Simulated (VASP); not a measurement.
# MgS (Niningerite) (Fm-3m) in VASP: a series of runs

Aim: see how the results for MgS (Niningerite) move with the level of theory and the settings. Levels: r2SCANh, r2SCAN50. Tasks: single point.

All numbers are computed with VASP 6.6.1; they aren't measurements. Logs are shortened: lines on timing, memory, paths and dates and some standing lists are left out, and cuts for length are marked.

### Step 1. The cell of the first run

It takes space group Fm-3m (No. 225, cubic). The conventional cell has a = 5.203 Å, b = 5.203 Å, c = 5.203 Å, α = 90.00°, β = 90.00°, γ = 90.00°. S (site symmetry m-3m) has 6 Mg at 2.60 Å within 3.4 Å. Within 3.4 Å of Mg (site symmetry m-3m) lie 6 S at 2.60 Å.

### Step 2. Single point, r2SCANh

POSCAR reads:

```
MgS
1.0
    0.0000000000      2.6016500000      2.6016500000
    2.6016500000      0.0000000000      2.6016500000
    2.6016500000      2.6016500000      0.0000000000
S Mg
1 1
Direct
    0.5000000000      0.5000000000      0.5000000000
    0.0000000000      0.0000000000      0.0000000000
```

INCAR.step1 reads:

```
SYSTEM = MgS
PREC = Accurate
ENCUT = 520
EDIFF = 1E-5
ISMEAR = -1
SIGMA = 0.05
LREAL = .False.
LASPH = .True.
NELM = 60
ALGO = Normal
ISIF = 2
LWAVE = .True.
LCHARG = .False.
GGA = PE
NBANDS = 11
```

INCAR.step2 reads:

```
SYSTEM = MgS
PREC = Accurate
ENCUT = 520
EDIFF = 1E-6
ISMEAR = -1
SIGMA = 0.05
LREAL = .False.
LASPH = .True.
NELM = 60
ALGO = Normal
ISIF = 2
LWAVE = .False.
LCHARG = .False.
METAGGA = R2SCAN
LHFCALC = .True.
AEXX = 0.1
LMIXTAU = .True.
PRECFOCK = Normal
ISTART = 1
NBANDS = 11
```

KPOINTS reads:

```
regular mesh
0
Gamma
  5 5 5
  0 0 0
```

Potentials or basis: VASP PAW PBE potentials, release 64 (S, Mg).

The run is started by

```console
$ cat potpaw_PBE.64/S/POTCAR potpaw_PBE.64/Mg/POTCAR > POTCAR
$ cp INCAR.step1 INCAR
$ mpirun -np 1 vasp_std > vasp.out
$ cp INCAR.step2 INCAR
$ mpirun -np 1 vasp_std > vasp.out
```

OUTCAR:

```text
SYSTEM = MgS
   PREC = Accurate
   ENCUT = 520
   EDIFF = 1E-6
   ISMEAR = -1
   LREAL = .False.
   LASPH = .True.
   NELM = 60
   ISIF = 2
   METAGGA = R2SCAN
   LHFCALC = .True.
   AEXX = 0.1
   PRECFOCK = Normal
   ISTART = 1

 ion  position               nearest neighbor table
   1  0.500  0.500  0.500-   2 2.60   2 2.60   2 2.60   2 2.60   2 2.60   2 2.60
   2  0.000  0.000  0.000-   1 2.60   1 2.60   1 2.60   1 2.60   1 2.60   1 2.60

  LATTYP: Found a face centered cubic cell.
 ALAT       =     5.2033000000

  Lattice vectors:

 A1 = (   0.0000000000,   2.6016500000,   2.6016500000)
 A2 = (   2.6016500000,   0.0000000000,   2.6016500000)
 A3 = (   2.6016500000,   2.6016500000,   0.0000000000)

Analysis of symmetry for initial positions (statically):
[... 33 lines left out ...]
                                     Primitive cell

  volume of cell :      35.2190

  direct lattice vectors                    reciprocal lattice vectors
     0.000000000  2.601650000  2.601650000    -0.192185728  0.192185728  0.192185728
     2.601650000  0.000000000  2.601650000     0.192185728 -0.192185728  0.192185728
     2.601650000  2.601650000  0.000000000     0.192185728  0.192185728 -0.192185728

  length of vectors
     3.679288715  3.679288715  3.679288715     0.332875446  0.332875446  0.332875446

  position of ions in fractional coordinates (direct lattice)
[... 8 lines left out ...]
----------------------------------------------------------------------------------------

 KPOINTS: regular mesh

Automatic generation of k-mesh.
 Grid dimensions read from file:
 generate k-points for:    5    5    5

 Generating k-lattice:

  Cartesian coordinates                     Fractional coordinates (reciprocal lattice)
    -0.038437146  0.038437146  0.038437146     0.200000000  0.000000000  0.000000000
     0.038437146 -0.038437146  0.038437146     0.000000000  0.200000000  0.000000000
     0.038437146  0.038437146 -0.038437146     0.000000000  0.000000000  0.200000000

  Length of vectors
     0.066575089  0.066575089  0.066575089

  Shift w.r.t. Gamma in fractional coordinates (k-lattice)
     0.000000000  0.000000000  0.000000000

 Subroutine IBZKPT returns following result:
 ===========================================

 Found     10 irreducible k-points:

 Following reciprocal coordinates:
            Coordinates               Weight
  0.000000  0.000000  0.000000      1.000000
  0.200000  0.000000  0.000000      8.000000
  0.400000  0.000000  0.000000      8.000000
  0.200000  0.200000  0.000000      6.000000
  0.400000  0.200000  0.000000     24.000000
 -0.400000  0.200000  0.000000     24.000000
 -0.200000  0.200000  0.000000     12.000000
  0.400000  0.400000  0.000000      6.000000
 -0.400000  0.400000  0.000000     12.000000
 -0.400000  0.400000  0.200000     24.000000
   k-points           NKPTS =     10   k-points in BZ     NKDIM =    125   number of bands    NBANDS=     11
   number of dos      NEDOS =    301   number of ions     NIONS =      2
   total plane-waves  NPLWV =  21952
   dimension x,y,z NGX =    28 NGY =   28 NGZ =   28
   dimension x,y,z NGXF=    56 NGYF=   56 NGZF=   56
   ions per type =               1   1
   NGX,Y,Z   is equivalent  to a cutoff of  12.65, 12.65, 12.65 a.u.
   NGXF,Y,Z  is equivalent  to a cutoff of  25.30, 25.30, 25.30 a.u.
 SYSTEM =  MgS
   PREC   = accura    normal or accurate (medium, high low for compatibility)
   ISTART =      1    job   : 0-new  1-cont  2-samecut
   ICHARG =      0    charge: 1-file 2-atom 10-const
   ISPIN  =      1    spin polarized calculation?
   LNONCOLLINEAR =      F non collinear calculations
   LSORBIT =      F    spin-orbit coupling
   LASPH  =      T    aspherical Exc in radial PAW
   ENCUT  =  520.0 eV  38.22 Ry    6.18 a.u.   6.84  6.84  6.84*2*pi/ulx,y,z
   NELM   =     60;   NELMIN=  2; NELMDL=  0     # of ELM steps
   EDIFF  = 0.1E-05   stopping-criterion for ELM
   LREAL  =      F    real-space projection
   EDIFFG = 0.1E-04   stopping-criterion for IOM
   NSW    =      0    number of steps for IOM
   IBRION =     -1    ionic relax: 0-MD 1-quasi-New 2-CG
   NFREE  =      0    steps in history (QN), initial steepest desc. (CG)
   ISIF   =      2    stress and relaxation
   ISYM   =      3    0-nonsym 1-usesym 2-fastsym
   POTIM  = 0.5000    time-step for ionic-motion
   TEBEG  =    0.0;   TEEND  =   0.0 temperature during run
   PSTRESS=    0.0 pullay stress
   NELECT =       8.0000    total number of electrons
   NUPDOWN=      -1.0000    fix difference up-down
   EMIN   =  10.00;   EMAX   =-10.00  energy-range for DOS
   EFERMI =   0.00;   METHOD = LEGACY
   ISMEAR =    -1;   SIGMA  =   0.05  broadening in eV -4-tet -1-fermi 0-gaus
   EFERMI_NEDOS =   21; number of points for ismear=-14 and -15
   IALGO  =     38    algorithm
   IMIX   =      1    mixing-type and parameters
     AMIX     =   0.40;   BMIX     =  1.00
     AMIX_MAG =   1.60;   BMIX_MAG =  1.00
  volume/ion in A,a.u.               =      17.61       118.83
  Fermi-wavevector in a.u.,A,eV,Ry     =   0.998878  1.887606 13.575323  0.997758
  Thomas-Fermi vector in A             =   2.131131
   LORBIT       =      0    0 simple, 1 ext, 2 COOP (PROOUT), +10 PAW based schemes
   METAGGA = R2SCAN    functional components
   LHFCALC =     T    Hartree Fock is set to
   PRECFOCK=normal    Normal, Fast or Accurate (Low or Medium for compatibility)
   ENCUT4O =  -1.0   cutoff for four orbital integrals eV
   NKREDX  =     1    reduce k-point grid by
   NKREDY  =     1    reduce k-point grid by
   NKREDZ  =     1    reduce k-point grid by
   AEXX    =    0.1000 exact exchange contribution
   HFSCREEN=    0.0000 screening length (either q_TF or 0.3 A-1)
   HFSCREENC=   0.0000 screening length for correlation (either q_TF or 0.3 A-1)
   ENCUTFOCK=  -1.0 apply spherical cutoff to Coloumb kernel
   IVDW    =     0    specifies the selected vdW correction
   LEPSILON=     F    determine dielectric tensor
   LRPA    =     F    only Hartree local field effects (RPA)
 non-spin polarized calculation
  energy-cutoff  :      520.00
  volume of cell :       35.22
 maximum number of plane-waves:       962
  NGX = 24; NGY = 24; NGZ = 24

 number of electron       8.0000000 magnetization

 Free energy of the ion-electron system (eV)
  ---------------------------------------------------
  ext. energy  EPLUGINS =         0.00000000
  ---------------------------------------------------
  free energy    TOTEN  =       -15.56648915 eV

  energy without entropy =      -15.56648915  energy(sigma->0) =      -15.56648915

 E-fermi :   4.2240     XC(G=0):  -9.2085

 val. band max:        3.1215144993   @ k =   0.0000   0.0000   0.0000
 cond. band min:       7.5717760125   @ k =   0.4000   0.4000   0.0000
 fundamental gap:      4.4502615132
 Fermi energy:         4.2240164485

 k-point     1 :       0.0000    0.0000    0.0000
  band No.  band energies     occupation
      1     -10.5156      2.00000
      2       3.1215      2.00000
      3       3.1215      2.00000
      4       3.1215      2.00000
      5       8.3199      0.00000
      6      12.3280      0.00000
      7      12.3280      0.00000
      8      12.3280      0.00000
      9      14.8222      0.00000
     10      14.8222      0.00000
     11      17.2842      0.00000

 k-point     2 :       0.2000    0.0000    0.0000
  band No.  band energies     occupation
      1     -10.1204      2.00000
      2       0.9693      2.00000
      3       2.8752      2.00000
      4       2.8752      2.00000
      5       9.4637      0.00000
      6      12.3448      0.00000
      7      12.5209      0.00000
      8      12.5209      0.00000
      9      14.3057      0.00000
     10      14.3057      0.00000
     11      17.1069      0.00000

 k-point     3 :       0.4000    0.0000    0.0000
  band No.  band energies     occupation
      1      -9.3089      2.00000
      2      -1.5377      2.00000
      3       2.5347      2.00000
      4       2.5347      2.00000
      5       9.0321      0.00000
      6      11.4607      0.00000
      7      11.4607      0.00000
      8      14.8715      0.00000
      9      16.5151      0.00000
     10      17.3793      0.00000
     11      17.3793      0.00000

 k-point     4 :       0.2000    0.2000    0.0000
  band No.  band energies     occupation
      1      -9.9932      2.00000
      2       1.1399      2.00000
      3       2.3737      2.00000
      4       2.3737      2.00000
      5       9.9758      0.00000
      6      10.4620      0.00000
      7      12.3103      0.00000
      8      14.0154      0.00000
      9      14.0154      0.00000
     10      15.5128      0.00000
     11      19.5449      0.00000

 k-point     5 :       0.4000    0.2000    0.0000
  band No.  band energies     occupation
      1      -9.3094      2.00000
      2      -0.7082      2.00000
      3       1.6122      2.00000
      4       1.9989      2.00000
      5       9.2904      0.00000
      6      10.8848      0.00000
      7      12.5845      0.00000
      8      13.3760      0.00000
      9      16.7667      0.00000
     10      18.1689      0.00000
     11      19.3733      0.00000

 k-point     6 :      -0.4000    0.2000    0.0000
  band No.  band energies     occupation
      1      -8.9718      2.00000
      2      -1.4220      2.00000
      3       0.9034      2.00000
      4       2.1835      2.00000
      5       9.5177      0.00000
      6      11.2911      0.00000
      7      12.3914      0.00000
      8      14.3726      0.00000
      9      17.2269      0.00000
     10      17.4696      0.00000
     11      19.1100      0.00000

 k-point     7 :      -0.2000    0.2000    0.0000
  band No.  band energies     occupation
      1      -9.5719      2.00000
      2      -0.2046      2.00000
      3       1.3882      2.00000
      4       2.7276      2.00000
      5      10.7019      0.00000
      6      11.8097      0.00000
      7      11.8190      0.00000
      8      12.3430      0.00000
      9      14.0850      0.00000
     10      18.2543      0.00000
     11      19.4590      0.00000

 k-point     8 :       0.4000    0.4000    0.0000
  band No.  band energies     occupation
      1      -8.9517      2.00000
      2      -0.9811      2.00000
      3       1.4625      2.00000
      4       1.4625      2.00000
      5       7.5718      0.00000
      6       8.8500      0.00000
      7      15.8883      0.00000
      8      17.0613      0.00000
      9      17.2551      0.00000
     10      17.2551      0.00000
     11      21.8078      0.00000

 k-point     9 :      -0.4000    0.4000    0.0000
  band No.  band energies     occupation
      1      -8.7250      2.00000
      2      -0.9707      2.00000
      3       0.1759      2.00000
      4       1.5527      2.00000
      5       7.9840      0.00000
      6      10.3209      0.00000
      7      14.8852      0.00000
      8      15.3632      0.00000
      9      17.1596      0.00000
     10      18.8709      0.00000
     11      21.6827      0.00000

 k-point    10 :      -0.4000    0.4000    0.2000
  band No.  band energies     occupation
      1      -8.8288      2.00000
      2      -0.7894      2.00000
      3       0.2771      2.00000
      4       1.2862      2.00000
      5       9.5649      0.00000
      6      11.4018      0.00000
      7      12.0132      0.00000
      8      14.5092      0.00000
      9      17.6041      0.00000
     10      18.5493      0.00000
     11      21.4396      0.00000

------------------------ aborting loop because EDIFF is reached ----------------------------------------

  FORCE on cell =-STRESS in cart. coord.  units (eV):
  Direction    XX          YY          ZZ          XY          YZ          ZX
  --------------------------------------------------------------------------------------
  -------------------------------------------------------------------------------------
  Total       -0.1621987     -0.1621987     -0.1621987      0.0000000      0.0000000     -0.0000000
  in kB       -7.3787239     -7.3787239     -7.3787239      0.0000000      0.0000000     -0.0000000
  external PRESSURE =      -7.3787239 kB  Pullay stress =       0.0000000 kB

 VOLUME and BASIS-vectors are now :
 -----------------------------------------------------------------------------
  energy-cutoff  :      520.00
  volume of cell :       35.22
      direct lattice vectors                 reciprocal lattice vectors
     0.000000000  2.601650000  2.601650000    -0.192185728  0.192185728  0.192185728
     2.601650000  0.000000000  2.601650000     0.192185728 -0.192185728  0.192185728
     2.601650000  2.601650000  0.000000000     0.192185728  0.192185728 -0.192185728

 POSITION                                       TOTAL-FORCE (eV/Angst)
 -----------------------------------------------------------------------------------
      2.60165      2.60165      2.60165         0.000000      0.000000      0.000000
      0.00000      0.00000      0.00000        -0.000000     -0.000000     -0.000000
 -----------------------------------------------------------------------------------
    total drift:                                0.000000     -0.000000     -0.000000

  FREE ENERGIE OF THE ION-ELECTRON SYSTEM (eV)
  ---------------------------------------------------
  free  energy   TOTEN  =       -15.5664891486 eV

  energy  without entropy=      -15.5664891486  energy(sigma->0) =      -15.56648915
```

Wall time 9.6 min (1 thread of AMD EPYC 7R13 (Zen 3), shared host); peak memory 0.14 GiB.

Results:

* Free energy: -15.5665 eV
* Pressure: -0.7 GPa
* Band gap on the k mesh: 4.45 eV, indirect (least direct gap 5.20 eV)

Caveat: the PAW data sets were made with another functional, which shifts forces and pressure a little.

(Part 1 of 2 ends here.)
